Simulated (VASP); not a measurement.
# Pd in VASP: further runs, part 2 of 2

VASP 6.6.1. The steps go on from the part before.

## 3. Single point, LDA (strain +0.080 along x and y, +0.080 along z)

INCAR reads:

```
  ALGO = Normal
  EDIFF = 1E-7
  ENCUT = 520
  ISIF = 2
  ISMEAR = 0
  LASPH = T
  LCHARG = F
  LREAL = F
  LWAVE = F
  NBANDS = 11
  NELM = 60
  PREC = Accurate
  SIGMA = 0.15
```

KPOINTS reads:

```
k-points
0
Gamma
  20 20 20
```

POSCAR reads:

```
Pd
1.0
    0.0000000000      2.1004920000      2.1004920000
    2.1004920000      0.0000000000      2.1004920000
    2.1004920000      2.1004920000      0.0000000000
Pd
1
Direct
    0.0000000000      0.0000000000      0.0000000000
```

Potentials or basis: VASP PAW LDA potentials, release 64 (Pd).

Run with:

```sh
cat potpaw_LDA.64/Pd/POTCAR > POTCAR
mpirun -np 1 vasp_std > vasp.out
```

OUTCAR:

```text
EDIFF = 1E-7
   ENCUT = 520
   ISIF = 2
   ISMEAR = 0
   LASPH = T
   LREAL = F
   NELM = 60
   PREC = Accurate

 ion  position               nearest neighbor table
   1  0.000  0.000  0.000-

  LATTYP: Found a face centered cubic cell.
 ALAT       =     4.2009840000

  Lattice vectors:

 A1 = (   0.0000000000,   2.1004920000,   2.1004920000)
 A2 = (   2.1004920000,   0.0000000000,   2.1004920000)
 A3 = (   2.1004920000,   2.1004920000,   0.0000000000)

Analysis of symmetry for initial positions (statically):
=====================================================================
 Subroutine PRICEL returns:
 Original cell was already a primitive cell.

 Routine SETGRP: Setting up the symmetry group for a
 face centered cubic supercell.

 Subroutine GETGRP returns: Found 48 space group operations
 (whereof 48 operations were pure point group operations)
 out of a pool of 48 trial point group operations.

The static configuration has the point symmetry O_h .

Analysis of symmetry for dynamics (positions and initial velocities):
=====================================================================
 Subroutine PRICEL returns:
 Original cell was already a primitive cell.

 Routine SETGRP: Setting up the symmetry group for a
 face centered cubic supercell.

 Subroutine GETGRP returns: Found 48 space group operations
 (whereof 48 operations were pure point group operations)
 out of a pool of 48 trial point group operations.

The dynamic configuration has the point symmetry O_h .

 Subroutine INISYM returns: Found 48 space group operations
 (whereof 48 operations are pure point group operations),
 and found     1 'primitive' translations

----------------------------------------------------------------------------------------

                                     Primitive cell

  volume of cell :      18.5350

  direct lattice vectors                    reciprocal lattice vectors
     0.000000000  2.100492000  2.100492000    -0.238039469  0.238039469  0.238039469
     2.100492000  0.000000000  2.100492000     0.238039469 -0.238039469  0.238039469
     2.100492000  2.100492000  0.000000000     0.238039469  0.238039469 -0.238039469

  length of vectors
     2.970544274  2.970544274  2.970544274     0.412296454  0.412296454  0.412296454

  position of ions in fractional coordinates (direct lattice)
     0.000000000  0.000000000  0.000000000

  ion indices of the primitive-cell ions
   primitive index   ion index
                 1           1

----------------------------------------------------------------------------------------

 KPOINTS: k-points

Automatic generation of k-mesh.
 Grid dimensions read from file:
 generate k-points for:   20   20   20

 Generating k-lattice:

  Cartesian coordinates                     Fractional coordinates (reciprocal lattice)
    -0.011901973  0.011901973  0.011901973     0.050000000  0.000000000  0.000000000
     0.011901973 -0.011901973  0.011901973     0.000000000  0.050000000  0.000000000
     0.011901973  0.011901973 -0.011901973     0.000000000  0.000000000  0.050000000

  Length of vectors
     0.020614823  0.020614823  0.020614823

  Shift w.r.t. Gamma in fractional coordinates (k-lattice)
     0.000000000  0.000000000  0.000000000

 Subroutine IBZKPT returns following result:
 ===========================================

 Found    256 irreducible k-points:

 Following reciprocal coordinates:
            Coordinates               Weight
  0.000000  0.000000  0.000000      1.000000
  0.050000  0.000000  0.000000      8.000000
  0.100000  0.000000  0.000000      8.000000
  0.150000  0.000000  0.000000      8.000000
  0.200000  0.000000  0.000000      8.000000
  0.250000  0.000000  0.000000      8.000000
[... 16 lines left out ...]
 -0.400000  0.050000  0.000000     24.000000
 -0.350000  0.050000  0.000000     24.000000
 [... further k-points ...]
   k-points           NKPTS =    256   k-points in BZ     NKDIM =    256   number of bands    NBANDS=     11
   number of dos      NEDOS =    301   number of ions     NIONS =      1
   total plane-waves  NPLWV =  13824
   dimension x,y,z NGX =    24 NGY =   24 NGZ =   24
   dimension x,y,z NGXF=    48 NGYF=   48 NGZF=   48
   ions per type =               1
   NGX,Y,Z   is equivalent  to a cutoff of  13.43, 13.43, 13.43 a.u.
   NGXF,Y,Z  is equivalent  to a cutoff of  26.86, 26.86, 26.86 a.u.
 SYSTEM =  unknown system
   PREC   = accura    normal or accurate (medium, high low for compatibility)
   ISTART =      0    job   : 0-new  1-cont  2-samecut
   ICHARG =      2    charge: 1-file 2-atom 10-const
   ISPIN  =      1    spin polarized calculation?
   LNONCOLLINEAR =      F non collinear calculations
   LSORBIT =      F    spin-orbit coupling
   LASPH  =      T    aspherical Exc in radial PAW
   ENCUT  =  520.0 eV  38.22 Ry    6.18 a.u.   5.52  5.52  5.52*2*pi/ulx,y,z
   NELM   =     60;   NELMIN=  2; NELMDL= -5     # of ELM steps
   EDIFF  = 0.1E-06   stopping-criterion for ELM
   LREAL  =      F    real-space projection
   EDIFFG = 0.1E-05   stopping-criterion for IOM
   NSW    =      0    number of steps for IOM
   IBRION =     -1    ionic relax: 0-MD 1-quasi-New 2-CG
   NFREE  =      0    steps in history (QN), initial steepest desc. (CG)
   ISIF   =      2    stress and relaxation
   ISYM   =      2    0-nonsym 1-usesym 2-fastsym
   POTIM  = 0.5000    time-step for ionic-motion
   TEBEG  =    0.0;   TEEND  =   0.0 temperature during run
   PSTRESS=    0.0 pullay stress
   NELECT =      10.0000    total number of electrons
   NUPDOWN=      -1.0000    fix difference up-down
   EMIN   =  10.00;   EMAX   =-10.00  energy-range for DOS
   EFERMI =   0.00;   METHOD = LEGACY
   ISMEAR =     0;   SIGMA  =   0.15  broadening in eV -4-tet -1-fermi 0-gaus
   EFERMI_NEDOS =   21; number of points for ismear=-14 and -15
   IALGO  =     38    algorithm
   IMIX   =      4    mixing-type and parameters
     AMIX     =   0.40;   BMIX     =  1.00
     AMIX_MAG =   1.60;   BMIX_MAG =  1.00
  volume/ion in A,a.u.               =      18.54       125.08
  Fermi-wavevector in a.u.,A,eV,Ry     =   1.332735  2.518504 24.166431  1.776183
  Thomas-Fermi vector in A             =   2.461647
   LORBIT       =      0    0 simple, 1 ext, 2 COOP (PROOUT), +10 PAW based schemes
   GGA     = CA    functional components
   LHFCALC =     F    Hartree Fock is set to
   AEXX    =    0.0000 exact exchange contribution
   IVDW    =     0    specifies the selected vdW correction
   LEPSILON=     F    determine dielectric tensor
   LRPA    =     F    only Hartree local field effects (RPA)
 non-spin polarized calculation
 Gauss-broadening in eV      SIGMA  =   0.15
  energy-cutoff  :      520.00
  volume of cell :       18.54
 maximum number of plane-waves:       531
 NGX is ok and might be reduce to    24
   NGX = 11   NGY = 11   NGZ = 11

 number of electron      10.0000002 magnetization

 Free energy of the ion-electron system (eV)
  ---------------------------------------------------
  ext. energy  EPLUGINS =         0.00000000
  ---------------------------------------------------
  free energy    TOTEN  =        -5.97791351 eV

  energy without entropy =       -5.94230994  energy(sigma->0) =       -5.96011173

 E-fermi :   6.1530     XC(G=0): -12.1673

 val. band max:        6.1504196933   @ k =   0.4500   0.2000   0.0000
 cond. band min:       6.1549484414   @ k =  -0.2000   0.1500   0.0000
 fundamental gap:      0.0045287481
 Fermi energy:         6.1529906298

 k-point     1 :       0.0000    0.0000    0.0000
  band No.  band energies     occupation
      1       0.5350      2.00000
      2       4.1614      2.00000
      3       4.1614      2.00000
      4       4.1614      2.00000
      5       5.2938      2.00000
      6       5.2938      2.00000
      7      22.9590      0.00000
      8      26.3840      0.00000
      9      26.3840      0.00000
     10      26.3840      0.00000
     11      31.0835      0.00000

 k-point     2 :       0.0500    0.0000    0.0000
  band No.  band energies     occupation
      1       0.6102      2.00000
      2       4.1401      2.00000
      3       4.1843      2.00000
      4       4.1843      2.00000
      5       5.2841      2.00000
      6       5.2841      2.00000
      7      22.9984      0.00000
      8      25.7613      0.00000
      9      26.4304      0.00000
     10      26.4304      0.00000
     11      31.2915      0.00000
[... 295 lines left out ...]
 k-point    24 :      -0.3500    0.0500    0.0000
  band No.  band energies     occupation
      1       2.4274      2.00000
      2       4.2263      2.00000
      3       4.2724      2.00000
      4       5.2880      2.00000
      5       5.7384      1.99991
      6       6.3120      0.13389
      7      14.7005      0.00000
      8      22.6609      0.00000
      9      24.5664      0.00000
     10      26.0516      0.00000
     11      29.7267      0.00000

 [... further k-points ...]
[... 5 lines left out ...]
  --------------------------------------------------------------------------------------
  -------------------------------------------------------------------------------------
  Total       -3.3453394     -3.3453394     -3.3453394     -0.0000000      0.0000000     -0.0000000
  in kB     -289.1729544   -289.1729544   -289.1729544     -0.0000000      0.0000000     -0.0000000
  external PRESSURE =    -289.1729544 kB  Pullay stress =       0.0000000 kB

 VOLUME and BASIS-vectors are now :
 -----------------------------------------------------------------------------
  energy-cutoff  :      520.00
  volume of cell :       18.54
      direct lattice vectors                 reciprocal lattice vectors
     0.000000000  2.100492000  2.100492000    -0.238039469  0.238039469  0.238039469
     2.100492000  0.000000000  2.100492000     0.238039469 -0.238039469  0.238039469
     2.100492000  2.100492000  0.000000000     0.238039469  0.238039469 -0.238039469

 POSITION                                       TOTAL-FORCE (eV/Angst)
 -----------------------------------------------------------------------------------
      0.00000      0.00000      0.00000         0.000000      0.000000      0.000000
 -----------------------------------------------------------------------------------
    total drift:                               -0.000000      0.000000      0.000000

  FREE ENERGIE OF THE ION-ELECTRON SYSTEM (eV)
  ---------------------------------------------------
  free  energy   TOTEN  =        -5.9779135083 eV

  energy  without entropy=       -5.9423099430  energy(sigma->0) =       -5.96011173
```

It took 21 s on 1 thread of Intel Xeon Platinum 8375C at 2.90GHz (Ice Lake), shared host; peak memory 0.16 GiB.

What came out:

```yaml
Free_energy: -5.9779 eV
Pressure: -28.9 GPa
Band_gap_on_the_k_mesh: zero (band 5 reaches 6.32 eV, above the bottom of band 6 at 5.25 eV)
```

Caveat: the cell differs from its parent crystal (strain +0.080 along x and y, +0.080 along z).

## 4. Single point, LDA (strain -0.080 along x and y, -0.040 along z)

INCAR reads:

```
SYSTEM = Pd
ALGO = Normal
EDIFF = 1E-7
ENCUT = 520
ISIF = 2
ISMEAR = 0
LASPH = .TRUE.
LCHARG = .FALSE.
LREAL = .FALSE.
LWAVE = .FALSE.
NBANDS = 11
NELM = 80
PREC = Accurate
SIGMA = 0.15
```

KPOINTS reads:

```
k-points
0
G
  20 20 20
  0 0 0
```

POSCAR reads:

```
Pd
1.0
    0.0000000000      1.7893080000      1.8671040000
    1.7893080000      0.0000000000      1.8671040000
    1.7893080000      1.7893080000      0.0000000000
Pd
1
Direct
    0.0000000000      0.0000000000      0.0000000000
```

Potentials or basis: VASP PAW LDA potentials, release 64 (Pd).

Run with:

```sh
cat potpaw_LDA.64/Pd/POTCAR > POTCAR
mpirun -np 1 vasp_std > vasp.out
```

OUTCAR:

```text
SYSTEM = Pd
   EDIFF = 1E-7
   ENCUT = 520
   ISIF = 2
   ISMEAR = 0
   LASPH = .TRUE.
   LREAL = .FALSE.
   NELM = 80
   PREC = Accurate

 ion  position               nearest neighbor table
   1  0.000  0.000  0.000-

  LATTYP: Found a body centered tetragonal cell.
 ALAT       =     2.5304636409
 C/A-ratio  =     1.4757011086

  Lattice vectors:

 A1 = (  -1.7893080000,   0.0000000000,   1.8671040000)
 A2 = (   1.7893080000,   0.0000000000,   1.8671040000)
 A3 = (   0.0000000000,   1.7893080000,  -1.8671040000)

Analysis of symmetry for initial positions (statically):
=====================================================================
 Subroutine PRICEL returns:
 Original cell was already a primitive cell.

 Routine SETGRP: Setting up the symmetry group for a
 body centered tetragonal supercell.

 Subroutine GETGRP returns: Found 16 space group operations
 (whereof 16 operations were pure point group operations)
 out of a pool of 16 trial point group operations.

The static configuration has the point symmetry D_4h.

Analysis of symmetry for dynamics (positions and initial velocities):
=====================================================================
[... 160 lines left out ...]
 fundamental gap:      0.0042382103
 Fermi energy:        13.6639118770

 k-point     1 :       0.0000    0.0000    0.0000
  band No.  band energies     occupation
      1       4.6653      2.00000
      2       9.2920      2.00000
      3       9.8419      2.00000
      4       9.8419      2.00000
      5      11.6357      2.00000
      6      12.2550      2.00000
      7      30.6321      0.00000
      8      35.6476      0.00000
      9      37.0645      0.00000
     10      37.0645      0.00000
     11      38.5502      0.00000
[... 309 lines left out ...]
 k-point    24 :      -0.3500    0.0500    0.0000
  band No.  band energies     occupation
      1       6.6716      2.00000
      2       9.4832      2.00000
      3      10.0671      2.00000
      4      11.5085      2.00000
      5      12.7976      2.00000
      6      13.7976      0.20739
      7      25.7491      0.00000
      8      30.9615      0.00000
      9      36.8497      0.00000
     10      38.5814      0.00000
     11      39.0762      0.00000

 [... further k-points ...]
[... 5 lines left out ...]
  --------------------------------------------------------------------------------------
  -------------------------------------------------------------------------------------
  Total        4.6925397      4.6925397      4.1941024      0.0000000      0.0000000     -0.0000000
  in kB      628.8539974    628.8539974    562.0576982      0.0000000      0.0000000     -0.0000000
  external PRESSURE =     606.5885643 kB  Pullay stress =       0.0000000 kB

 VOLUME and BASIS-vectors are now :
 -----------------------------------------------------------------------------
  energy-cutoff  :      520.00
  volume of cell :       11.96
      direct lattice vectors                 reciprocal lattice vectors
     0.000000000  1.789308000  1.867104000    -0.279437637  0.279437637  0.267794402
     1.789308000  0.000000000  1.867104000     0.279437637 -0.279437637  0.267794402
     1.789308000  1.789308000  0.000000000     0.279437637  0.279437637 -0.267794402

 POSITION                                       TOTAL-FORCE (eV/Angst)
 -----------------------------------------------------------------------------------
      0.00000      0.00000      0.00000         0.000000      0.000000      0.000000
 -----------------------------------------------------------------------------------
    total drift:                                0.000000     -0.000000     -0.000000

  FREE ENERGIE OF THE ION-ELECTRON SYSTEM (eV)
  ---------------------------------------------------
  free  energy   TOTEN  =        -6.1493495161 eV

  energy  without entropy=       -6.1297258956  energy(sigma->0) =       -6.13953771
```

OSZICAR:

```text
N       E                     dE             d eps       ncg     rms          rms(c)
DAV:   1     0.428911882105E+02    0.42891E+02   -0.53165E+03 14150   0.880E+02
DAV:   2    -0.598127990695E+01   -0.48872E+02   -0.47426E+02 15611   0.193E+02
DAV:   3    -0.651571956566E+01   -0.53444E+00   -0.53266E+00 17029   0.216E+01
DAV:   4    -0.651738473744E+01   -0.16652E-02   -0.16650E-02 17389   0.124E+00
DAV:   5    -0.651739684137E+01   -0.12104E-04   -0.12104E-04 17812   0.101E-01    0.149E+01
DAV:   6    -0.619895035496E+01    0.31845E+00   -0.86263E-01 17366   0.797E+00    0.750E+00
DAV:   7    -0.615673018428E+01    0.42220E-01   -0.69241E-02 17284   0.198E+00    0.278E+00
DAV:   8    -0.614939296426E+01    0.73372E-02   -0.57414E-03 16505   0.812E-01    0.201E-01
DAV:   9    -0.614934103487E+01    0.51929E-04   -0.16159E-04 17237   0.121E-01    0.169E-02
DAV:  10    -0.614934957870E+01   -0.85438E-05   -0.41859E-06 18230   0.174E-02    0.624E-03
DAV:  11    -0.614934951614E+01    0.62556E-07   -0.70906E-08 15554   0.271E-03
   1 F= -.61493495E+01 E0= -.61395377E+01  d E =-.196236E-01
```

Run time: 49 s. Hardware: 1 thread of Intel Xeon Platinum 8375C at 2.90GHz (Ice Lake), shared host; peak memory 0.19 GiB.

Results:

```
Free energy            : -6.1493 eV
Pressure               : 60.7 GPa
Band gap on the k mesh : zero (band 5 reaches 14.35 eV, above the bottom of band 6 at 11.87 eV)
```

Caveat: the cell differs from its parent crystal (strain -0.080 along x and y, -0.040 along z).

## 5. Overview

| cell | gap on the mesh (eV) | pressure (GPa) |
| --- | --- | --- |
| a = 2.530 Å, angles 60.0°, 1 atom | none | 84.5 |
| a = 2.971 Å, angles 60.0°, 1 atom | none | -28.9 |
| a = 2.586, b = 2.586, c = 2.530 Å, angles 60.7, 60.7, 58.6°, 1 atom | none | 60.7 |

Alike in all rows: task single point; level LDA; potentials or basis VASP PAW LDA potentials, release 64 (Pd); no spin polarisation; k mesh 20 × 20 × 20; cutoff (eV) 520; smearing gaussian 0.15 eV.

Absolute energies hang on the potentials; compare differences alone.
